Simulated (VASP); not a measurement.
# CoO (I4/mmm) in VASP: single point with PBE+U

Aim: the single point of CoO with PBE+U.

Everything below comes from runs of VASP 6.6.1. Logs are shortened: lines on timing, memory, paths and dates and some standing lists are left out, and cuts for length are marked.

### 1 The cell of the first run

It takes space group I4/mmm (No. 139, tetragonal). The conventional cell has a = 3.016 Å, b = 3.016 Å, c = 4.215 Å, α = 90.00°, β = 90.00°, γ = 90.00°. Co (site symmetry 4/mmm) has 6 O at 2.11 to 2.13 Å within 2.8 Å. O (site symmetry 4/mmm) has 6 Co at 2.11 to 2.13 Å within 2.8 Å.

### 2 Single point, PBE+U, collinear spin, ferromagnetic start

The input, INCAR:

```
PREC = Accurate ; ENCUT = 700
EDIFF = 1E-6 ; ISMEAR = 0
SIGMA = 0.05 ; LREAL = F
LASPH = T ; NELM = 200
ALGO = Normal ; ISIF = 2
LWAVE = F ; LCHARG = T
ISPIN = 2 ; MAGMOM = 2.77 2.77 0.02 0.02
LORBIT = 11 ; NUPDOWN = 5.4
LMAXMIX = 4 ; LDAU = T
LDAUTYPE = 2 ; LDAUL = 2 -1
LDAUU = 8 0 ; LDAUJ = 0 0
LDAUPRINT = 1 ; GGA = PE
LELF = T ; LVHAR = T
NBANDS = 35 ; GGA_COMPAT = F
```

The input, KPOINTS:

```
Automatic mesh
0
Gamma
  8 8 8
```

The input, POSCAR:

```
CoO
1.0
   -1.5080004400      1.5080004400      2.1072503600
    1.5080004400     -1.5080004400      2.1072503600
    3.0160008800      3.0160008800     -4.2145007200
Co O
2 2
Direct
    0.0000000000      0.0000000000      0.0000000000
    0.0000000000      0.0000000000      0.5000000000
    0.5000000000      0.5000000000      0.0000000000
    0.5000000000      0.5000000000      0.5000000000
```

Potentials or basis: VASP PAW PBE potentials, release 64 (Co_sv, O).

Started as:

```sh
$ cat potpaw_PBE.64/Co_sv/POTCAR potpaw_PBE.64/O/POTCAR > POTCAR
$ mpirun -np 1 vasp_std > vasp.out
```

OUTCAR:

```text
PREC = Accurate
   ENCUT = 700
   EDIFF = 1E-6
   ISMEAR = 0
   LREAL = F
   LASPH = T
   NELM = 200
   ISIF = 2
   ISPIN = 2
   LORBIT = 11
   NUPDOWN = 5.4
   GGA = PE

 ion  position               nearest neighbor table
   1  0.000  0.000  0.000-   3 2.11   3 2.11   3 2.13   3 2.13   4 2.13   4 2.13
   2  0.000  0.000  0.500-   4 2.11   4 2.11   4 2.13   4 2.13   3 2.13   3 2.13
   3  0.500  0.500  0.000-   1 2.11   1 2.11   1 2.13   1 2.13   2 2.13   2 2.13
   4  0.500  0.500  0.500-   2 2.11   2 2.11   2 2.13   2 2.13   1 2.13   1 2.13

  LATTYP: Found a base centered orthorhombic cell.
 ALAT       =     4.2145007200
 B/A-ratio  =     1.0120461787
 C/A-ratio  =     1.0120461787

  Lattice vectors:

 A1 = (  -1.5080004400,   1.5080004400,   2.1072503600)
 A2 = (   1.5080004400,  -1.5080004400,   2.1072503600)
 A3 = (   3.0160008800,   3.0160008800,   0.0000000000)

Analysis of symmetry for initial positions (statically):
=====================================================================
 Subroutine PRICEL returns following result:

  LATTYP: Found a body centered tetragonal cell.
 ALAT       =     3.0160008800
 C/A-ratio  =     1.3973804676
[... 12 lines left out ...]
 Subroutine GETGRP returns: Found  8 space group operations
 (whereof  8 operations were pure point group operations)
 out of a pool of  8 trial point group operations.

The static configuration has the point symmetry D_2h.

Analysis of symmetry for dynamics (positions and initial velocities):
=====================================================================
 Subroutine PRICEL returns following result:

  LATTYP: Found a body centered tetragonal cell.
 ALAT       =     3.0160008800
 C/A-ratio  =     1.3973804676
[... 12 lines left out ...]
 Subroutine GETGRP returns: Found  8 space group operations
 (whereof  8 operations were pure point group operations)
 out of a pool of  8 trial point group operations.

The dynamic configuration has the point symmetry D_2h.

Analysis of structural, dynamic, and magnetic symmetry:
=====================================================================
 Subroutine PRICEL returns following result:

  LATTYP: Found a body centered tetragonal cell.
 ALAT       =     3.0160008800
 C/A-ratio  =     1.3973804676
[... 12 lines left out ...]
 Subroutine GETGRP returns: Found  8 space group operations
 (whereof  8 operations were pure point group operations)
 out of a pool of  8 trial point group operations.

The overall configuration has the point symmetry D_2h.

 Subroutine INISYM returns: Found  8 space group operations
 (whereof  8 operations are pure point group operations),
 and found     2 'primitive' translations

----------------------------------------------------------------------------------------

                                     Primitive cell

  volume of cell :      19.1681

  direct lattice vectors                    reciprocal lattice vectors
    -1.508000440  1.508000440  2.107250360     0.000000000  0.331564890  0.237276030
     1.508000440 -1.508000440  2.107250360     0.331564890  0.000000000  0.237276030
     1.508000440  1.508000440 -2.107250360     0.331564890  0.331564890  0.000000000

  length of vectors
     2.998105191  2.998105191  2.998105191     0.407719500  0.407719500  0.468903564

  position of ions in fractional coordinates (direct lattice)
     0.000000000  0.000000000  0.000000000
     0.500000000  0.500000000  0.000000000

  ion indices of the primitive-cell ions
   primitive index   ion index
                 1           1
                 2           3

----------------------------------------------------------------------------------------

 KPOINTS: Automatic mesh

Automatic generation of k-mesh.
 Grid dimensions read from file:
 generate k-points for:    8    8    8

 Generating k-lattice:

[... 80 lines left out ...]
     AMIX     =   0.40;   BMIX     =  1.00
     AMIX_MAG =   1.60;   BMIX_MAG =  1.00
  volume/ion in A,a.u.               =       9.58        64.68
  Fermi-wavevector in a.u.,A,eV,Ry     =   1.739633  3.287431 41.175646  3.026325
  Thomas-Fermi vector in A             =   2.812437
   LORBIT       =     11    0 simple, 1 ext, 2 COOP (PROOUT), +10 PAW based schemes
 LDA+U is selected, type is set to LDAUTYPE =  2
   angular momentum for each species LDAUL =     2   -1
   U (eV)           for each species LDAUU =   8.0  0.0
   J (eV)           for each species LDAUJ =   0.0  0.0
   GGA     = PE    functional components
   LHFCALC =     F    Hartree Fock is set to
   AEXX    =    0.0000 exact exchange contribution
   IVDW    =     0    specifies the selected vdW correction
   LEPSILON=     F    determine dielectric tensor
   LRPA    =     F    only Hartree local field effects (RPA)
 spin polarized calculation
 Gauss-broadening in eV      SIGMA  =   0.05
  energy-cutoff  :      700.00
  volume of cell :       38.34
 maximum number of plane-waves:      1646
 NGX is ok and might be reduce to    28
   NGX = 13   NGY = 13   NGZ = 25

atom =   1  type =  1  l = 2

 onsite density matrix

spin component  1

  0.9405 -0.0000 -0.0122  0.0000  0.0000
 -0.0000  0.9409 -0.0000  0.0029 -0.0000
 -0.0122 -0.0000  0.9562 -0.0000  0.0000
  0.0000  0.0029 -0.0000  0.9409  0.0000
  0.0000 -0.0000  0.0000  0.0000  0.9378

spin component  2

  0.0517 -0.0000 -0.0053  0.0000 -0.0000
 -0.0000  0.5270  0.0000 -0.4039  0.0000
 -0.0053  0.0000  0.0608  0.0000 -0.0000
  0.0000 -0.4039  0.0000  0.5270 -0.0000
 -0.0000  0.0000 -0.0000 -0.0000  0.9304

 occupancies and eigenvectors

  o =  0.0493  v =  0.0000  0.0000  0.0000  0.0000  0.0000 -0.9079 -0.0000 -0.4193 -0.0000 -0.0000      0.0000  0.0000  0.0000  0.0000  0.0000  0.0000  0.0000  0.0000  0.0000  0.0000
  o =  0.0632  v =  0.0000  0.0000  0.0000  0.0000  0.0000  0.4193 -0.0000 -0.9079 -0.0000 -0.0000      0.0000  0.0000  0.0000  0.0000  0.0000  0.0000  0.0000  0.0000  0.0000  0.0000
  o =  0.1232  v =  0.0000  0.0000  0.0000  0.0000  0.0000  0.0000  0.7071 -0.0000  0.7071  0.0000      0.0000  0.0000  0.0000  0.0000  0.0000  0.0000  0.0000  0.0000  0.0000  0.0000
  o =  0.9304  v =  0.0000  0.0000  0.0000  0.0000  0.0000  0.0000  0.0000 -0.0000 -0.0000  1.0000      0.0000  0.0000  0.0000  0.0000  0.0000  0.0000  0.0000  0.0000  0.0000  0.0000
  o =  0.9309  v =  0.0000  0.0000  0.0000  0.0000  0.0000  0.0000  0.7071 -0.0000 -0.7071 -0.0000      0.0000  0.0000  0.0000  0.0000  0.0000  0.0000  0.0000  0.0000  0.0000  0.0000
  o =  0.9338  v = -0.8774 -0.0000 -0.4797  0.0000  0.0000  0.0000  0.0000  0.0000  0.0000  0.0000      0.0000  0.0000  0.0000  0.0000  0.0000  0.0000  0.0000  0.0000  0.0000  0.0000
  o =  0.9378  v =  0.0000 -0.0000 -0.0000  0.0000 -1.0000  0.0000  0.0000  0.0000  0.0000  0.0000      0.0000  0.0000  0.0000  0.0000  0.0000  0.0000  0.0000  0.0000  0.0000  0.0000
  o =  0.9380  v =  0.0000 -0.7071  0.0000  0.7071  0.0000  0.0000  0.0000  0.0000  0.0000  0.0000      0.0000  0.0000  0.0000  0.0000  0.0000  0.0000  0.0000  0.0000  0.0000  0.0000
  o =  0.9438  v =  0.0000 -0.7071 -0.0000 -0.7071 -0.0000  0.0000  0.0000  0.0000  0.0000  0.0000      0.0000  0.0000  0.0000  0.0000  0.0000  0.0000  0.0000  0.0000  0.0000  0.0000
  o =  0.9629  v =  0.4797 -0.0000 -0.8774  0.0000  0.0000  0.0000  0.0000  0.0000  0.0000  0.0000      0.0000  0.0000  0.0000  0.0000  0.0000  0.0000  0.0000  0.0000  0.0000  0.0000

atom =   2  type =  1  l = 2

 onsite density matrix

spin component  1

  0.9405  0.0000 -0.0122 -0.0000 -0.0000
  0.0000  0.9409  0.0000  0.0029 -0.0000
 -0.0122  0.0000  0.9562 -0.0000  0.0000
 -0.0000  0.0029 -0.0000  0.9409 -0.0000
 -0.0000 -0.0000  0.0000 -0.0000  0.9378

spin component  2

  0.0517  0.0000 -0.0053  0.0000  0.0000
  0.0000  0.5270  0.0000 -0.4039 -0.0000
 -0.0053  0.0000  0.0608  0.0000 -0.0000
  0.0000 -0.4039  0.0000  0.5270 -0.0000
  0.0000 -0.0000 -0.0000 -0.0000  0.9304

 occupancies and eigenvectors

  o =  0.0493  v =  0.0000  0.0000  0.0000  0.0000  0.0000 -0.9079  0.0000 -0.4193  0.0000 -0.0000      0.0000  0.0000  0.0000  0.0000  0.0000  0.0000  0.0000  0.0000  0.0000  0.0000
  o =  0.0632  v =  0.0000  0.0000  0.0000  0.0000  0.0000 -0.4193 -0.0000  0.9079 -0.0000  0.0000      0.0000  0.0000  0.0000  0.0000  0.0000  0.0000  0.0000  0.0000  0.0000  0.0000
  o =  0.1232  v =  0.0000  0.0000  0.0000  0.0000  0.0000  0.0000 -0.7071 -0.0000 -0.7071 -0.0000      0.0000  0.0000  0.0000  0.0000  0.0000  0.0000  0.0000  0.0000  0.0000  0.0000
  o =  0.9304  v =  0.0000  0.0000  0.0000  0.0000  0.0000  0.0000 -0.0000  0.0000  0.0000 -1.0000      0.0000  0.0000  0.0000  0.0000  0.0000  0.0000  0.0000  0.0000  0.0000  0.0000
  o =  0.9309  v =  0.0000  0.0000  0.0000  0.0000  0.0000  0.0000 -0.7071  0.0000  0.7071  0.0000      0.0000  0.0000  0.0000  0.0000  0.0000  0.0000  0.0000  0.0000  0.0000  0.0000
  o =  0.9338  v = -0.8774  0.0000 -0.4797 -0.0000  0.0000  0.0000  0.0000  0.0000  0.0000  0.0000      0.0000  0.0000  0.0000  0.0000  0.0000  0.0000  0.0000  0.0000  0.0000  0.0000
  o =  0.9378  v =  0.0000 -0.0000  0.0000  0.0000  1.0000  0.0000  0.0000  0.0000  0.0000  0.0000      0.0000  0.0000  0.0000  0.0000  0.0000  0.0000  0.0000  0.0000  0.0000  0.0000
  o =  0.9380  v =  0.0000  0.7071  0.0000 -0.7071  0.0000  0.0000  0.0000  0.0000  0.0000  0.0000      0.0000  0.0000  0.0000  0.0000  0.0000  0.0000  0.0000  0.0000  0.0000  0.0000
  o =  0.9438  v = -0.0000 -0.7071  0.0000 -0.7071 -0.0000  0.0000  0.0000  0.0000  0.0000  0.0000      0.0000  0.0000  0.0000  0.0000  0.0000  0.0000  0.0000  0.0000  0.0000  0.0000
  o =  0.9629  v = -0.4797  0.0000  0.8774  0.0000  0.0000  0.0000  0.0000  0.0000  0.0000  0.0000      0.0000  0.0000  0.0000  0.0000  0.0000  0.0000  0.0000  0.0000  0.0000  0.0000

 number of electron      46.0000016 magnetization       5.4000001

 Free energy of the ion-electron system (eV)
  ---------------------------------------------------
  ext. energy  EPLUGINS =         0.00000000
  ---------------------------------------------------
  free energy    TOTEN  =       -19.64449027 eV

  energy without entropy =      -19.64309204  energy(sigma->0) =      -19.64379116

 E-fermi :  10.9394     XC(G=0): -12.6494

 val. band max:       10.9393965541   @ k =  -0.1250   0.0000   0.1250
 cond. band min:       7.7691959073   @ k =   0.5000   0.1250   0.0000
 fundamental gap:     -3.1702006468
 Fermi energy:         7.7410182729

 spin component 1

 k-point     1 :       0.0000    0.0000    0.0000
  band No.  band energies     occupation
      1     -87.6256      1.00000
      2     -87.6207      1.00000
      3     -51.4516      1.00000
      4     -51.4192      1.00000
      5     -51.4177      1.00000
      6     -51.4039      1.00000
[... 1817 lines left out ...]
     34      24.8306      0.00000
     35      28.1602      0.00000

 [... further k-points ...]

------------------------ aborting loop because EDIFF is reached ----------------------------------------

  FORCE on cell =-STRESS in cart. coord.  units (eV):
  Direction    XX          YY          ZZ          XY          YZ          ZX
  --------------------------------------------------------------------------------------
  -------------------------------------------------------------------------------------
  Total        1.5785147      1.5785147      1.4017784     -0.8481401      0.0000000      0.0000000
  in kB       65.9705569     65.9705569     58.5842501    -35.4461545      0.0000000      0.0000000
  external PRESSURE =      63.5084547 kB  Pullay stress =       0.0000000 kB

 VOLUME and BASIS-vectors are now :
 -----------------------------------------------------------------------------
  energy-cutoff  :      700.00
  volume of cell :       38.34
      direct lattice vectors                 reciprocal lattice vectors
    -1.508000440  1.508000440  2.107250360     0.000000000  0.331564890  0.237276030
     1.508000440 -1.508000440  2.107250360     0.331564890  0.000000000  0.237276030
     3.016000880  3.016000880 -4.214500720     0.165782445  0.165782445  0.000000000

 POSITION                                       TOTAL-FORCE (eV/Angst)
 -----------------------------------------------------------------------------------
      0.00000      0.00000      0.00000        -0.000000      0.000000     -0.000000
      1.50800      1.50800     -2.10725         0.000000      0.000000      0.000000
      0.00000      0.00000      2.10725         0.000000     -0.000000      0.000000
      1.50800      1.50800      0.00000         0.000000     -0.000000      0.000000
 -----------------------------------------------------------------------------------
    total drift:                                0.000000      0.000000     -0.000000

  FREE ENERGIE OF THE ION-ELECTRON SYSTEM (eV)
  ---------------------------------------------------
  free  energy   TOTEN  =       -19.6444902720 eV

  energy  without entropy=      -19.6430920408  energy(sigma->0) =      -19.64379116

 total charge

# of ion       s       p       d       tot
------------------------------------------
    1        2.146   6.065   6.784  14.996
    2        2.146   6.065   6.784  14.996
    3        1.549   3.472   0.000   5.021
    4        1.549   3.472   0.000   5.021
--------------------------------------------------
tot          7.390  19.075  13.569  40.034

 magnetization (x)

# of ion       s       p       d       tot
------------------------------------------
    1        0.014   0.012   2.613   2.638
    2        0.014   0.012   2.613   2.638
    3        0.018   0.009   0.000   0.027
    4        0.018   0.009   0.000   0.027
--------------------------------------------------
tot          0.063   0.041   5.225   5.330
```

It took 8 min on 1 thread of Intel Xeon Platinum 8488C (Sapphire Rapids), shared host; peak memory 0.43 GiB.

What came out:

| Quantity | Value |
| --- | --- |
| Free energy | -19.6445 eV |
| Pressure | 6.4 GPa |
| Net moment | 5.40 μB per cell |
| Site moments | Co +2.64; O +0.03 μB |
| Valence electrons inside the program's atomic spheres | Co 15.00; O 5.02 |

Eigenvalues of the final occupation matrices:
```csv
site,spin,trace,eigenvalues
site 1 d,1,4.72,0.93 0.94 0.94 0.94 0.96
site 1 d,2,2.10,0.05 0.06 0.12 0.93 0.93
site 2 d,1,4.72,0.93 0.94 0.94 0.94 0.96
site 2 d,2,2.10,0.05 0.06 0.12 0.93 0.93
```

Caveat: the cell stands under pressure; the total moment is fixed, so each spin has its own Fermi level and the state may be an excited one. The state reached can hang on the start; a lower one may exist.
